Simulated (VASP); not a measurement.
# Pt (Fmmm) in VASP: a series of runs, part 2 of 2

VASP 6.6.1. Earlier steps stand in the parts before.

### Step 3. Single point, LDA (normal strain along x +0.0825, normal strain along z +0.0175)

Contents of INCAR:

```
SYSTEM = Pt
PREC = Accurate ; ENCUT = 520
EDIFF = 1E-7 ; ISMEAR = 0
SIGMA = 0.15 ; LREAL = .FALSE.
LASPH = .TRUE. ; NELM = 60
ALGO = Fast ; ISIF = 2
LWAVE = .FALSE. ; LCHARG = .TRUE.
LELF = .TRUE. ; LVHAR = .TRUE.
NBANDS = 11
```

Contents of KPOINTS:

```
Automatic mesh
0
G
  20 20 20
  0 0 0
```

Contents of POSCAR:

```
Pt
1.0
    0.0000000000      1.9468328700      1.9809024452
    2.1074465818      0.0000000000      1.9809024452
    2.1074465818      1.9468328700      0.0000000000
Pt
1
Direct
    0.0000000000      0.0000000000      0.0000000000
```

Potentials or basis: VASP PAW LDA potentials, release 64 (Pt).

Started as:

```bash
> cat potpaw_LDA.64/Pt/POTCAR > POTCAR
> mpirun -np 1 vasp_std > vasp.out
```

OUTCAR:

```text
SYSTEM = Pt
   PREC = Accurate
   ENCUT = 520
   EDIFF = 1E-7
   ISMEAR = 0
   LREAL = .FALSE.
   LASPH = .TRUE.
   NELM = 60
   ISIF = 2

 ion  position               nearest neighbor table
   1  0.000  0.000  0.000-

  LATTYP: Found a face centered orthorhombic cell.
 ALAT       =     3.8936657400
 B/A-ratio  =     1.0175000000
 C/A-ratio  =     1.0825000000

  Lattice vectors:

 A1 = (  -2.1074465818,   0.0000000000,  -1.9809024452)
 A2 = (  -2.1074465818,   1.9468328700,   0.0000000000)
 A3 = (   0.0000000000,   1.9468328700,  -1.9809024452)
[... 517 lines left out ...]

 [... further k-points ...]

------------------------ aborting loop because EDIFF is reached ----------------------------------------

  FORCE on cell =-STRESS in cart. coord.  units (eV):
  Direction    XX          YY          ZZ          XY          YZ          ZX
  --------------------------------------------------------------------------------------
  -------------------------------------------------------------------------------------
  Total       -2.6030006     -1.9735355     -2.0288773      0.0000000      0.0000000      0.0000000
  in kB     -256.5703786   -194.5257964   -199.9806752      0.0000000      0.0000000      0.0000000
  external PRESSURE =    -217.0256167 kB  Pullay stress =       0.0000000 kB

 VOLUME and BASIS-vectors are now :
 -----------------------------------------------------------------------------
  energy-cutoff  :      520.00
  volume of cell :       16.25
      direct lattice vectors                 reciprocal lattice vectors
     0.000000000  1.946832870  1.980902445    -0.237253938  0.256827388  0.252410209
     2.107446582  0.000000000  1.980902445     0.237253938 -0.256827388  0.252410209
     2.107446582  1.946832870  0.000000000     0.237253938  0.256827388 -0.252410209

 POSITION                                       TOTAL-FORCE (eV/Angst)
 -----------------------------------------------------------------------------------
      0.00000      0.00000      0.00000         0.000000      0.000000      0.000000
 -----------------------------------------------------------------------------------
    total drift:                               -0.000000      0.000000     -0.000000

  FREE ENERGIE OF THE ION-ELECTRON SYSTEM (eV)
  ---------------------------------------------------
  free  energy   TOTEN  =        -7.3914832529 eV

  energy  without entropy=       -7.3689390458  energy(sigma->0) =       -7.38021115
```

OSZICAR:

```text
N       E                     dE             d eps       ncg     rms          rms(c)
DAV:   1     0.384991306433E+02    0.38499E+02   -0.53098E+03 26196   0.838E+02
DAV:   2    -0.721231440370E+01   -0.45711E+02   -0.43706E+02 29257   0.174E+02
DAV:   3    -0.783389222475E+01   -0.62158E+00   -0.61647E+00 29930   0.194E+01
DAV:   4    -0.783639144786E+01   -0.24992E-02   -0.24990E-02 29260   0.145E+00
DAV:   5    -0.783641243533E+01   -0.20987E-04   -0.20987E-04 30020   0.124E-01    0.106E+01
RMM:   6    -0.742647087743E+01    0.40994E+00   -0.46137E-01 25700   0.560E+00    0.543E+00
RMM:   7    -0.739529585415E+01    0.31175E-01   -0.53130E-02 26881   0.205E+00    0.243E+00
RMM:   8    -0.739174018480E+01    0.35557E-02   -0.66285E-03 27218   0.740E-01    0.555E-01
RMM:   9    -0.739147239492E+01    0.26779E-03   -0.91744E-04 28934   0.257E-01    0.674E-02
RMM:  10    -0.739148612890E+01   -0.13734E-04   -0.12875E-04 28963   0.860E-02    0.712E-02
RMM:  11    -0.739148313259E+01    0.29963E-05   -0.14945E-05 30132   0.290E-02    0.594E-03
RMM:  12    -0.739148317077E+01   -0.38177E-07   -0.32955E-06 29614   0.124E-02    0.576E-03
RMM:  13    -0.739148325294E+01   -0.82173E-07   -0.85881E-07 26240   0.587E-03
   1 F= -.73914833E+01 E0= -.73802111E+01  d E =-.225442E-01
```

Run time: 2.2 min. Hardware: 1 thread of Intel Xeon Platinum 8488C (Sapphire Rapids), shared host; peak memory 0.31 GiB.

Results:

- Free energy: -7.3915 eV
- Pressure: -21.7 GPa
- Band gap on the k mesh: zero (bands 5 and 6 overlap by 2.24 eV)

Caveat: the cell differs from its parent crystal (normal strain along x +0.0825, normal strain along z +0.0175); the cell stands under tension; spin-orbit coupling is left out, which moves the levels of the heavy elements.

### Step 4. Single point, LDA (normal strain along x +0.0550, normal strain along z +0.0525)

Contents of INCAR:

```
ALGO = Fast
EDIFF = 1E-6
ENCUT = 520
ISIF = 2
ISMEAR = 0
LASPH = T
LCHARG = F
LREAL = F
LWAVE = F
NBANDS = 11
NELM = 80
PREC = Accurate
SIGMA = 0.15
```

Contents of KPOINTS:

```
k-points
0
Gamma
  20 20 20
```

Contents of POSCAR:

```
Pt
1.0
    0.0000000000      1.9468328700      2.0490415957
    2.0539086778      0.0000000000      2.0490415957
    2.0539086778      1.9468328700      0.0000000000
Pt
1
Direct
    0.0000000000      0.0000000000      0.0000000000
```

Started as:

```bash
> cat potpaw_LDA.64/Pt/POTCAR > POTCAR
> mpirun -np 1 vasp_std > vasp.out
```

It took 1.8 min on 1 thread of Intel Xeon Platinum 8488C (Sapphire Rapids), shared host; peak memory 0.31 GiB.

The run converged. Its results:

- Free energy: -7.3812 eV
- Pressure: -23.5 GPa
- Band gap on the k mesh: zero (bands 5 and 6 overlap by 2.11 eV)

Stress tensor (GPa, compression positive):
```
-24.51   0.00   0.00
  0.00 -21.61   0.00
  0.00   0.00 -24.28
```

Levels at points of the mesh, in eV from the Fermi level:
| k point | band 3 | band 4 | band 5 | band 6 | band 7 | band 8 |
| --- | --- | --- | --- | --- | --- | --- |
| (0.00, 0.00, 0.00) | -3.48 | -2.95 | -1.73 | -1.12 | 14.88 | 18.88 |
| (0.50, 0.00, 0.00) | -3.08 | -0.13 | -0.10 | 0.17 | 5.24 | 14.30 |
| (0.50, 0.50, 0.00) | 0.00 | 0.19 | 0.61 | 1.65 | 7.63 | 11.26 |
| (0.50, 0.00, 0.50) | 0.00 | 0.42 | 0.44 | 2.58 | 8.85 | 10.47 |
| (0.00, 0.50, 0.50) | 0.00 | 0.20 | 0.59 | 1.61 | 7.58 | 11.30 |

Caveat: the cell differs from its parent crystal (normal strain along x +0.0550, normal strain along z +0.0525); the cell stands under tension; spin-orbit coupling is left out, which moves the levels of the heavy elements.

### Step 5. The runs side by side

| cell | further INCAR settings | gap on the mesh (eV) | pressure (GPa) |
| --- | --- | --- | --- |
| a = 2.729, b = 2.886, c = 2.909 Å, angles 56.2, 61.5, 62.3°, 1 atom | ALGO = Fast; EDIFF = 1e-06; NBANDS = 11 | none | -19.0 |
| a = 2.777, b = 2.892, c = 2.869 Å, angles 57.6, 61.6, 60.8°, 1 atom | ALGO = Fast; EDIFF = 1e-07; NBANDS = 11 | none | -21.7 |
| a = 2.826, b = 2.901, c = 2.830 Å, angles 59.1, 61.7, 59.2°, 1 atom | ALGO = Fast; EDIFF = 1e-06; NBANDS = 11 | none | -23.5 |

Alike in all rows: task single point; level LDA; potentials or basis VASP PAW LDA potentials, release 64 (Pt); no spin polarisation; k mesh 20 × 20 × 20; cutoff (eV) 520; smearing gaussian 0.15 eV.

Caveats: the cell stands under tension; spin-orbit coupling is left out, which moves the levels of the heavy elements.

Total energies depend on the potentials used, so only differences within one code and one set of settings carry meaning.
